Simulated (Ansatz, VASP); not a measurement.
## SiB4W: VASP beside Ansatz

```
CELL_PARAMETERS angstrom
0.00000 3.59533 3.59533
3.59533 0.00000 3.59533
3.59533 3.59533 0.00000
ATOMIC_POSITIONS crystal
Si 0.25000 0.25000 0.25000
B 0.91526 0.25422 0.91526
B 0.91526 0.91526 0.91526
B 0.25422 0.91526 0.91526
B 0.91526 0.91526 0.25422
W 0.75000 0.75000 0.75000
```

Alike in both runs: functional PBE; k mesh 10 × 10 × 10; occupations gaussian, width 0.1 eV; no spin polarisation.

Ansatz relaxed the structure, and its values are those at the end. VASP's run is a single point on that final structure, the one shown.

|  | VASP | Ansatz |
| --- | --- | --- |
| version | VASP 6.6.1 | Ansatz 0.2.0 |
| potentials or method | VASP PAW PBE potentials, release 64 (Si, B, W_sv), cutoff 520 eV | scalar-relativistic, plane waves, PAW |
| valence electrons in the cell | 30 | 30 |

|  | VASP | Ansatz | Ansatz less VASP |
| --- | --- | --- | --- |
| gap on the k mesh at the Fermi level (eV) | none | none | - |
| pressure (GPa) | 0.0 | 0.0 | -0.05 |
| rms of the force components (eV/Å) | 0.004 | 0.003 | 0.0000 |

A gap of «none» marks a metal or a gap that the smearing closes. With one functional, cell and mesh, what is left measures potentials, basis and numerics.

Spin-orbit coupling is off throughout.
